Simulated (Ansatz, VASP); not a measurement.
Be: VASP beside Ansatz

The input INCAR:

```
ALGO = Normal
EDIFF = 1E-7
ENCUT = 520
ISIF = 2
ISMEAR = -1
LASPH = T
LCHARG = F
LREAL = F
LWAVE = F
NBANDS = 9
NELM = 60
PREC = Accurate
SIGMA = 0.05
```

The input KPOINTS:

```
k-points
0
Gamma
  13 13 8
```

File POSCAR:

```
Be
1.0
    2.2853000000      0.0000000000      0.0000000000
   -1.1426500000      1.9791278553      0.0000000000
    0.0000000000      0.0000000000      3.5842000000
Be
2
Direct
    0.6666666667      0.3333333333      0.7500000000
    0.3333333333      0.6666666667      0.2500000000
```

The input input.yaml:

```yaml
crystal:
  lattice:
    - [2.2853, 0.0, 0.0]
    - [-1.14265, 1.9791278553, 0.0]
    - [0.0, 0.0, 3.5842]
  atoms:
    - { symbol: Be, position: [0.6666666667, 0.3333333333, 0.75] }
    - { symbol: Be, position: [0.3333333333, 0.6666666667, 0.25] }
kpoints:
  mp_grid: { grid: [13, 13, 8] }
scf:
  occupations: { method: fermi_dirac, width: 0.05 }
hamiltonian:
  xc: lda
  pseudopotentials: { kind: all_electron, lapw: { basis_error: 0.001 } }
output:
  forces: true
  stress: true
  eigenvalues: true
```

Alike in both runs: task single point; functional LDA; k mesh 13 × 13 × 8; occupations fermi-dirac, width 0.05 eV; no spin polarisation.

```csv
,VASP,Ansatz
version,VASP 6.6.1,Ansatz 0.2.0
potentials or method,"VASP PAW LDA potentials, release 64 (Be), cutoff 520 eV","all-electron LAPW, scalar-relativistic"
```

|  | VASP | Ansatz | Ansatz less VASP |
| --- | --- | --- | --- |
| gap on the k mesh at the Fermi level (eV) | none | none | - |
| pressure (GPa) | -7.8 | -8.3 | -0.44 |
| traceless stress, the component that is largest in VASP (GPa) | -0.78 | -0.79 | -0.013 |

LDA's correlation is that of Perdew and Zunger in VASP and of Perdew and Wang (1992) in Ansatz. A gap of «none» marks a metal or a gap that the smearing closes. Ansatz ran all-electron here, and VASP with PAW potentials.
